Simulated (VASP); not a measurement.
# Mg4O (Pm-3m) in VASP: notebook

Runs on Mg4O. Level: PBE. Tasks: single point, relaxation of cell and atoms.

Everything below comes from runs of VASP 6.6.1. Logs are shortened: lines on timing, memory, paths and dates and some standing lists are left out, and cuts for length are marked.

### 1 The cell of the first run

It takes space group Pm-3m (No. 221, cubic). Conventional cell: a = 4.096 Å, b = 4.096 Å, c = 4.096 Å, α = 90.00°, β = 90.00°, γ = 90.00°. Within 2.7 Å of Mg (site symmetry 4/mmm) lie 2 O at 2.05 Å. Mg (site symmetry m-3m) has 12 Mg at 2.90 Å and 8 O at 3.55 Å within 3.8 Å. Within 2.7 Å of O (site symmetry m-3m) lie 6 Mg at 2.05 Å.

### 2 Single point, PBE

INCAR

```
PREC = Accurate
ENCUT = 520
EDIFF = 1E-7
ISMEAR = 0
SIGMA = 0.1
LREAL = F
LASPH = T
NELM = 60
ALGO = Normal
ISIF = 2
LWAVE = F
LCHARG = F
GGA = PE
NBANDS = 15
```

KPOINTS

```
regular mesh
0
Gamma
  4 4 4
```

POSCAR

```
Mg4O
1.0
    4.0957126200      0.0000000000      0.0000000000
    0.0000000000      4.0957126200      0.0000000000
    0.0000000000      0.0000000000      4.0957126200
Mg O
4 1
Direct
    0.0000000000      0.5000000000      0.5000000000
    0.5000000000      0.5000000000      0.0000000000
    0.5000000000      0.0000000000      0.5000000000
    0.0000000000      0.0000000000      0.0000000000
    0.5000000000      0.5000000000      0.5000000000
```

Potentials or basis: VASP PAW PBE potentials, release 64 (Mg, O).

On the command line:

```console
$ cat potpaw_PBE.64/Mg/POTCAR potpaw_PBE.64/O/POTCAR > POTCAR
$ mpirun -np 1 vasp_std > vasp.out
```

OUTCAR:

```text
PREC = Accurate
   ENCUT = 520
   EDIFF = 1E-7
   ISMEAR = 0
   LREAL = F
   LASPH = T
   NELM = 60
   ISIF = 2
   GGA = PE

 ion  position               nearest neighbor table
   1  0.000  0.500  0.500-   5 2.05   5 2.05   4 2.90   2 2.90   2 2.90   4 2.90   3 2.90   4 2.90
                             4 2.90   2 2.90   3 2.90   3 2.90   2 2.90   3 2.90
   2  0.500  0.500  0.000-   5 2.05   5 2.05   4 2.90   1 2.90   1 2.90   3 2.90   3 2.90   3 2.90
                             4 2.90   3 2.90   1 2.90   4 2.90   1 2.90   4 2.90
   3  0.500  0.000  0.500-   5 2.05   5 2.05   4 2.90   1 2.90   2 2.90   4 2.90   1 2.90   2 2.90
                             2 2.90   2 2.90   1 2.90   4 2.90   4 2.90   1 2.90
   4  0.000  0.000  0.000-   1 2.90   2 2.90   3 2.90   1 2.90   3 2.90   1 2.90   2 2.90   1 2.90
                             2 2.90   3 2.90   3 2.90   2 2.90
   5  0.500  0.500  0.500-   1 2.05   2 2.05   3 2.05   2 2.05   3 2.05   1 2.05

  LATTYP: Found a simple cubic cell.
 ALAT       =     4.0957126200

  Lattice vectors:

 A1 = (   4.0957126200,   0.0000000000,   0.0000000000)
 A2 = (   0.0000000000,   4.0957126200,   0.0000000000)
 A3 = (   0.0000000000,   0.0000000000,   4.0957126200)

Analysis of symmetry for initial positions (statically):
=====================================================================
 Subroutine PRICEL returns:
 Original cell was already a primitive cell.

 Routine SETGRP: Setting up the symmetry group for a
 simple cubic supercell.

 Subroutine GETGRP returns: Found 48 space group operations
 (whereof 48 operations were pure point group operations)
 out of a pool of 48 trial point group operations.

The static configuration has the point symmetry O_h .

Analysis of symmetry for dynamics (positions and initial velocities):
=====================================================================
 Subroutine PRICEL returns:
 Original cell was already a primitive cell.

 Routine SETGRP: Setting up the symmetry group for a
 simple cubic supercell.

 Subroutine GETGRP returns: Found 48 space group operations
 (whereof 48 operations were pure point group operations)
 out of a pool of 48 trial point group operations.

The dynamic configuration has the point symmetry O_h .

 Subroutine INISYM returns: Found 48 space group operations
 (whereof 48 operations are pure point group operations),
 and found     1 'primitive' translations

----------------------------------------------------------------------------------------

                                     Primitive cell

  volume of cell :      68.7050

  direct lattice vectors                    reciprocal lattice vectors
     4.095712620  0.000000000  0.000000000     0.244157755  0.000000000  0.000000000
     0.000000000  4.095712620  0.000000000     0.000000000  0.244157755  0.000000000
     0.000000000  0.000000000  4.095712620     0.000000000  0.000000000  0.244157755

  length of vectors
     4.095712620  4.095712620  4.095712620     0.244157755  0.244157755  0.244157755

  position of ions in fractional coordinates (direct lattice)
     0.000000000  0.500000000  0.500000000
     0.500000000  0.500000000  0.000000000
     0.500000000  0.000000000  0.500000000
     0.000000000  0.000000000  0.000000000
     0.500000000  0.500000000  0.500000000

  ion indices of the primitive-cell ions
   primitive index   ion index
                 1           1
                 2           2
                 3           3
                 4           4
                 5           5

----------------------------------------------------------------------------------------

 KPOINTS: regular mesh

Automatic generation of k-mesh.
 Grid dimensions read from file:
 generate k-points for:    4    4    4

 Generating k-lattice:

  Cartesian coordinates                     Fractional coordinates (reciprocal lattice)
     0.061039439  0.000000000  0.000000000     0.250000000  0.000000000  0.000000000
     0.000000000  0.061039439  0.000000000     0.000000000  0.250000000  0.000000000
     0.000000000  0.000000000  0.061039439     0.000000000  0.000000000  0.250000000

  Length of vectors
     0.061039439  0.061039439  0.061039439

  Shift w.r.t. Gamma in fractional coordinates (k-lattice)
     0.000000000  0.000000000  0.000000000

 Subroutine IBZKPT returns following result:
 ===========================================

 Found     10 irreducible k-points:

 Following reciprocal coordinates:
            Coordinates               Weight
  0.000000  0.000000  0.000000      1.000000
  0.250000  0.000000  0.000000      6.000000
  0.500000  0.000000  0.000000      3.000000
  0.250000  0.250000  0.000000     12.000000
  0.500000  0.250000  0.000000     12.000000
  0.500000  0.500000  0.000000      3.000000
  0.250000  0.250000  0.250000      8.000000
  0.500000  0.250000  0.250000     12.000000
  0.500000  0.500000  0.250000      6.000000
  0.500000  0.500000  0.500000      1.000000
   k-points           NKPTS =     10   k-points in BZ     NKDIM =     10   number of bands    NBANDS=     15
   number of dos      NEDOS =    301   number of ions     NIONS =      5
   total plane-waves  NPLWV =  27000
   dimension x,y,z NGX =    30 NGY =   30 NGZ =   30
   dimension x,y,z NGXF=    60 NGYF=   60 NGZF=   60
   ions per type =               4   1
   NGX,Y,Z   is equivalent  to a cutoff of  12.18, 12.18, 12.18 a.u.
   NGXF,Y,Z  is equivalent  to a cutoff of  24.35, 24.35, 24.35 a.u.
 SYSTEM =  unknown system
   PREC   = accura    normal or accurate (medium, high low for compatibility)
   ISTART =      0    job   : 0-new  1-cont  2-samecut
   ICHARG =      2    charge: 1-file 2-atom 10-const
   ISPIN  =      1    spin polarized calculation?
   LNONCOLLINEAR =      F non collinear calculations
   LSORBIT =      F    spin-orbit coupling
   LASPH  =      T    aspherical Exc in radial PAW
   ENCUT  =  520.0 eV  38.22 Ry    6.18 a.u.   7.62  7.62  7.62*2*pi/ulx,y,z
   NELM   =     60;   NELMIN=  2; NELMDL= -5     # of ELM steps
   EDIFF  = 0.1E-06   stopping-criterion for ELM
   LREAL  =      F    real-space projection
   EDIFFG = 0.1E-05   stopping-criterion for IOM
   NSW    =      0    number of steps for IOM
   IBRION =     -1    ionic relax: 0-MD 1-quasi-New 2-CG
   NFREE  =      0    steps in history (QN), initial steepest desc. (CG)
   ISIF   =      2    stress and relaxation
   ISYM   =      2    0-nonsym 1-usesym 2-fastsym
   POTIM  = 0.5000    time-step for ionic-motion
   TEBEG  =    0.0;   TEEND  =   0.0 temperature during run
   PSTRESS=    0.0 pullay stress
   NELECT =      14.0000    total number of electrons
   NUPDOWN=      -1.0000    fix difference up-down
   EMIN   =  10.00;   EMAX   =-10.00  energy-range for DOS
   EFERMI =   0.00;   METHOD = LEGACY
   ISMEAR =     0;   SIGMA  =   0.10  broadening in eV -4-tet -1-fermi 0-gaus
   EFERMI_NEDOS =   21; number of points for ismear=-14 and -15
   IALGO  =     38    algorithm
   IMIX   =      4    mixing-type and parameters
     AMIX     =   0.40;   BMIX     =  1.00
     AMIX_MAG =   1.60;   BMIX_MAG =  1.00
  volume/ion in A,a.u.               =      13.74        92.73
  Fermi-wavevector in a.u.,A,eV,Ry     =   0.963359  1.820484 12.627023  0.928060
  Thomas-Fermi vector in A             =   2.092897
   LORBIT       =      0    0 simple, 1 ext, 2 COOP (PROOUT), +10 PAW based schemes
   GGA     = PE    functional components
   LHFCALC =     F    Hartree Fock is set to
   AEXX    =    0.0000 exact exchange contribution
   IVDW    =     0    specifies the selected vdW correction
   LEPSILON=     F    determine dielectric tensor
   LRPA    =     F    only Hartree local field effects (RPA)
 non-spin polarized calculation
 Gauss-broadening in eV      SIGMA  =   0.10
  energy-cutoff  :      520.00
  volume of cell :       68.71
 maximum number of plane-waves:      1856
   NGX = 15   NGY = 15   NGZ = 15

 number of electron      13.9999994 magnetization

 Free energy of the ion-electron system (eV)
  ---------------------------------------------------
  ext. energy  EPLUGINS =         0.00000000
  ---------------------------------------------------
  free energy    TOTEN  =       -14.17334695 eV

  energy without entropy =      -14.16972584  energy(sigma->0) =      -14.17153639

 E-fermi :   5.1815     XC(G=0):  -9.9704

 val. band max:        5.1246222422   @ k =   0.5000   0.5000   0.0000
 cond. band min:       5.9432510047   @ k =   0.0000   0.0000   0.0000
 fundamental gap:      0.8186287625
 Fermi energy:         5.1815459232

 k-point     1 :       0.0000    0.0000    0.0000
  band No.  band energies     occupation
      1     -15.1970      2.00000
      2      -1.6541      2.00000
      3      -1.0682      2.00000
      4      -1.0682      2.00000
      5      -1.0682      2.00000
      6       5.9433      0.00000
      7       5.9433      0.00000
      8       6.9955      0.00000
      9       6.9955      0.00000
     10       6.9955      0.00000
     11      11.4230      0.00000
     12      11.4230      0.00000
     13      11.4230      0.00000
     14      12.9523      0.00000
     15      13.6900      0.00000
[... 145 lines left out ...]
 k-point    10 :       0.5000    0.5000    0.5000
  band No.  band energies     occupation
      1     -14.9461      2.00000
      2      -1.6717      2.00000
      3      -1.6717      2.00000
      4      -1.6717      2.00000
      5       2.8752      2.00000
      6       2.8752      2.00000
      7       2.8752      2.00000
      8       3.9398      2.00000
      9       7.3354      0.00000
     10       7.3354      0.00000
     11       7.3354      0.00000
     12      10.3246      0.00000
     13      17.9409      0.00000
     14      17.9414      0.00000
     15      17.9453      0.00000

------------------------ aborting loop because EDIFF is reached ----------------------------------------

  FORCE on cell =-STRESS in cart. coord.  units (eV):
  Direction    XX          YY          ZZ          XY          YZ          ZX
  --------------------------------------------------------------------------------------
  -------------------------------------------------------------------------------------
  Total        9.0181655      9.0181655      9.0181655     -0.0000000      0.0000000     -0.0000000
  in kB      210.3005240    210.3005240    210.3005240     -0.0000000      0.0000000     -0.0000000
  external PRESSURE =     210.3005240 kB  Pullay stress =       0.0000000 kB

 VOLUME and BASIS-vectors are now :
 -----------------------------------------------------------------------------
  energy-cutoff  :      520.00
  volume of cell :       68.71
      direct lattice vectors                 reciprocal lattice vectors
     4.095712620  0.000000000  0.000000000     0.244157755  0.000000000  0.000000000
     0.000000000  4.095712620  0.000000000     0.000000000  0.244157755  0.000000000
     0.000000000  0.000000000  4.095712620     0.000000000  0.000000000  0.244157755

 POSITION                                       TOTAL-FORCE (eV/Angst)
 -----------------------------------------------------------------------------------
      0.00000      2.04786      2.04786         0.000000      0.000000      0.000000
      2.04786      2.04786      0.00000         0.000000      0.000000      0.000000
      2.04786      0.00000      2.04786         0.000000      0.000000      0.000000
      0.00000      0.00000      0.00000         0.000000      0.000000      0.000000
      2.04786      2.04786      2.04786         0.000000      0.000000      0.000000
 -----------------------------------------------------------------------------------
    total drift:                                0.000000      0.000000      0.000000

  FREE ENERGIE OF THE ION-ELECTRON SYSTEM (eV)
  ---------------------------------------------------
  free  energy   TOTEN  =       -14.1733469458 eV

  energy  without entropy=      -14.1697258412  energy(sigma->0) =      -14.17153639
```

It took 11 s on 1 thread of AMD EPYC 7R13 (Zen 3), shared host; peak memory 0.13 GiB.

What came out:

```
Free energy            : -14.1733 eV
Pressure               : 21.0 GPa
Band gap on the k mesh : zero (band 7 reaches 6.67 eV, above the bottom of band 8 at 3.94 eV)
```

Levels at points of the mesh, in eV from the Fermi level:
| k point | band 4 | band 5 | band 6 | band 7 | band 8 | band 9 | band 10 | band 11 |
| --- | --- | --- | --- | --- | --- | --- | --- | --- |
| (0.00, 0.00, 0.00) | -6.25 | -6.25 | 0.76 | 0.76 | 1.81 | 1.81 | 1.81 | 6.24 |
| (0.50, 0.00, 0.00) | -6.14 | -3.96 | -3.31 | 1.49 | 1.49 | 1.87 | 4.52 | 4.52 |
| (0.50, 0.50, 0.00) | -6.05 | -3.95 | -1.49 | -1.49 | -0.06 | 3.31 | 3.31 | 3.58 |
| (0.50, 0.50, 0.50) | -6.85 | -2.31 | -2.31 | -2.31 | -1.24 | 2.15 | 2.15 | 2.15 |

Caveat: the k points lie up to 0.38 Å⁻¹ apart.

(Part 1 of 2 ends here.)
